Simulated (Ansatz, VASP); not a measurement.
## Two plane-wave programs on Hf

The input INCAR:

```
SYSTEM = Hf
ALGO = Fast
EDIFF = 1E-6
ENCUT = 520
GGA = PS
ISIF = 2
ISMEAR = 0
LASPH = .TRUE.
LCHARG = .TRUE.
LELF = .TRUE.
LREAL = .FALSE.
LVHAR = .TRUE.
LWAVE = .FALSE.
NBANDS = 17
NELM = 80
PREC = Accurate
SIGMA = 0.15
```

File KPOINTS:

```
k-points
0
G
  18 18 10
  0 0 0
```

The input POSCAR:

```
Hf
1.0
    3.1966985242      0.0000000000      0.0000000000
   -1.5983492621      2.7684221302      0.0000000000
    0.0000000000      0.0000000000      5.1336670000
Hf
2
Direct
    0.3333333333      0.6666666667      0.2500000000
    0.6666666667      0.3333333333      0.7500000000
```

Input for Ansatz:

```yaml
crystal:
  lattice:
    - [3.1966985242, 0.0, 0.0]
    - [-1.5983492621, 2.7684221302, 0.0]
    - [0.0, 0.0, 5.133667]
  atoms:
    - { symbol: Hf, position: [0.3333333333, 0.6666666667, 0.25] }
    - { symbol: Hf, position: [0.6666666667, 0.3333333333, 0.75] }
basis:
  ecutwfc: 420
kpoints:
  mp_grid: { grid: [18, 18, 10] }
hamiltonian:
  xc: pbesol
scf:
  occupations: { method: gaussian, width: 0.15 }
output:
  forces: true
  stress: true
  eigenvalues: true
```

Change from the starting cell: strain +0.000 along x and y, +0.015 along z, atoms carried along.

Alike in both runs: task single point; functional PBEsol; k mesh 18 × 18 × 10; occupations gaussian, width 0.15 eV; no spin polarisation.

|  | VASP | Ansatz |
| --- | --- | --- |
| version | VASP 6.6.1 | Ansatz 0.2.0 |
| potentials or method | VASP PAW PBE potentials, release 64 (Hf_pv), cutoff 520 eV | scalar-relativistic, plane waves, PAW |
| valence electrons in the cell | 20 | 52 |

|  | VASP | Ansatz | Ansatz less VASP |
| --- | --- | --- | --- |
| gap on the k mesh at the Fermi level (eV) | none | none | - |
| pressure (GPa) | -5.6 | -5.2 | +0.33 |
| traceless stress, the component that is largest in VASP (GPa) | -1.34 | -1.27 | +0.061 |

VASP's potentials were made for PBE, not for PBEsol. A gap of «none» marks a metal or a gap that the smearing closes. VASP's potentials hold 20 valence electrons a cell and Ansatz's 52, so a difference there can come from the potentials and not from the codes.

Neither program's run includes spin-orbit coupling.
